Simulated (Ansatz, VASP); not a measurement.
## One calculation of BiB2N, two programs

The input INCAR:

```
PREC = Accurate
ENCUT = 520
EDIFF = 1E-6
ISMEAR = -1
SIGMA = 0.02
LREAL = False
LASPH = True
NELM = 150
ALGO = Normal
ISIF = 2
LWAVE = False
LCHARG = True
LNONCOLLINEAR = True
MAGMOM = 0 0 0 0 0 0 0 0 0 0 0 0
LORBIT = 11
LSORBIT = True
GGA_COMPAT = False
LORBMOM = True
GGA = PE
LVHAR = True
NBANDS = 40
```

Contents of KPOINTS:

```
Automatic mesh
0
Gamma
  10 10 4
```

The input POSCAR:

```
BiB2N
1.0
    2.8282886629      0.0000000000      0.0000000000
    0.0000000000      2.8282886629      0.0000000000
    0.0000000000      0.0000000000      6.5260670168
N B Bi
1 2 1
Direct
    0.0000000000      0.0000000000      0.0000000000
    0.0000000000      0.5000000000      0.8819061834
    0.5000000000      0.0000000000      0.1180938166
    0.5000000000      0.5000000000      0.5000000000
```

Input for Ansatz:

```yaml
crystal:
  lattice:
    - [2.8282886629, 0.0, 0.0]
    - [0.0, 2.8282886629, 0.0]
    - [0.0, 0.0, 6.5260670168]
  atoms:
    - { symbol: "N", position: [0.0, 0.0, 0.0] }
    - { symbol: B, position: [0.0, 0.5, 0.8819061834] }
    - { symbol: Bi, position: [0.5, 0.5, 0.5] }
    - { symbol: B, position: [0.5, 0.0, 0.1180938166] }
kpoints:
  mp_grid: { grid: [10, 10, 4] }
  band_path:
    path:
      - [0.0, 0.0, 0.0]
      - [0.0, 0.5, 0.0]
      - [0.5, 0.5, 0.0]
      - [0.0, 0.0, 0.5]
      - [0.0, 0.5, 0.5]
      - [0.5, 0.5, 0.5]
      - [0.1, 0.1, 0.0]
      - [0.4, 0.4, 0.0]
      - [0.2, 0.2, 0.0]
    npoints: 1
hamiltonian:
  xc: pbe
scf:
  occupations: { method: fermi_dirac, width: 0.02 }
  n_extra_bands: 10
magnetization:
  noncollinear: true
  spin_orbit: true
output:
  forces: true
  stress: true
  eigenvalues: true
```

Alike in both runs: task single point; functional PBE; k mesh 10 × 10 × 4; occupations fermi-dirac, width 0.02 eV; non-collinear spin, spin-orbit coupling.

|  | VASP | Ansatz |
| --- | --- | --- |
| version | VASP 6.6.1 | Ansatz 0.2.0 |
| potentials or method | VASP PAW PBE potentials, release 64 (N, B, Bi_d) | plane waves, PAW |
| plane-wave cutoff (eV) | 520 | 420 |
| valence electrons in the cell | 26 | 26 |

Ansatz gave:

- pressure (GPa): 2.3
- rms of the force components (eV/Å): 0.047
- net moment per atom (μB): 0.00

Task: Which values does VASP return?

Result: Pressure (GPa): 2.2; rms of the force components (eV/Å): 0.058; net moment per atom (μB): 0.00.

With one functional, cell and mesh, what is left measures potentials, basis and numerics.
